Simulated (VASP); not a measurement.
Wanted: the native input for a VASP 6.6.1 run.

```
Task                    : density of states
Functional              : PBE
Potentials or basis     : VASP PAW PBE potentials, release 64 (In_d)
Cutoff                  : 520 eV
k mesh                  : 8 × 8 × 10
Occupations             : fermi-dirac, width 0.1 eV
Spin                    : no spin polarisation
Dipole correction       : no
k mesh for the DOS      : 12 × 12 × 15
Occupations for the DOS : tetrahedron
Further INCAR settings  : ALGO = Normal; EDIFF = 1e-06
```

In:

```xyz
3
Lattice="4.0077 0.0000 0.0000 -2.0039 3.4708 0.0000 0.0000 0.0000 2.4104" Properties=species:S:1:pos:R:3 pbc="T T T"
In    0.0000    0.0000    0.0000
In    0.0000    2.3139    1.2052
In    2.0039    1.1569    1.2052
```

This cell differs from its parent crystal: volume scaled by 0.4.

These files were run (other wordings do the same):

POSCAR

```
In
1.0
    4.0077375490      0.0000000000      0.0000000000
   -2.0038687745      3.4708025292      0.0000000000
    0.0000000000      0.0000000000      2.4104422058
In
3
Direct
    0.0000000000      0.0000000000      0.0000000000
    0.3333333333      0.6666666667      0.5000000000
    0.6666666667      0.3333333333      0.5000000000
```

INCAR.step1

```
SYSTEM = In
ALGO = Normal
EDIFF = 1E-6
ENCUT = 520
GGA = PE
ISIF = 2
ISMEAR = -1
LASPH = .TRUE.
LCHARG = .TRUE.
LREAL = .FALSE.
LWAVE = .FALSE.
NBANDS = 26
NELM = 100
PREC = Accurate
SIGMA = 0.1
```

KPOINTS.step1

```
k-points
0
G
  8 8 10
  0 0 0
```

INCAR.step2

```
SYSTEM = In
ALGO = Normal
EDIFF = 1E-6
ENCUT = 520
GGA = PE
ICHARG = 11
ISIF = 2
ISMEAR = -5
LASPH = .TRUE.
LCHARG = .FALSE.
LORBIT = 11
LREAL = .FALSE.
LWAVE = .FALSE.
NEDOS = 1001
NELM = 100
PREC = Accurate
SIGMA = 0.1
```

KPOINTS.step2

```
k-points
0
G
  12 12 15
  0 0 0
```

Potentials or basis: VASP PAW PBE potentials, release 64 (In_d).

Launch:

```sh
$ cat potpaw_PBE.64/In_d/POTCAR > POTCAR
$ cp INCAR.step1 INCAR
$ cp KPOINTS.step1 KPOINTS
$ mpirun -np 1 vasp_std > vasp.out
$ cp INCAR.step2 INCAR
$ cp KPOINTS.step2 KPOINTS
$ mpirun -np 1 vasp_std > vasp.out
```

Results of the run:

- Valence electrons inside the program's atomic spheres: In 12.78, 13.01

Caveat: the bands computed are all filled at some k points, so no gap is given; spin-orbit coupling is left out, which moves the levels of the heavy elements.

Run time: 69 s on 1 thread of Intel(R) Xeon(R) 6975P-C (Granite Rapids), with other jobs on the host, peak memory 0.2 GiB.
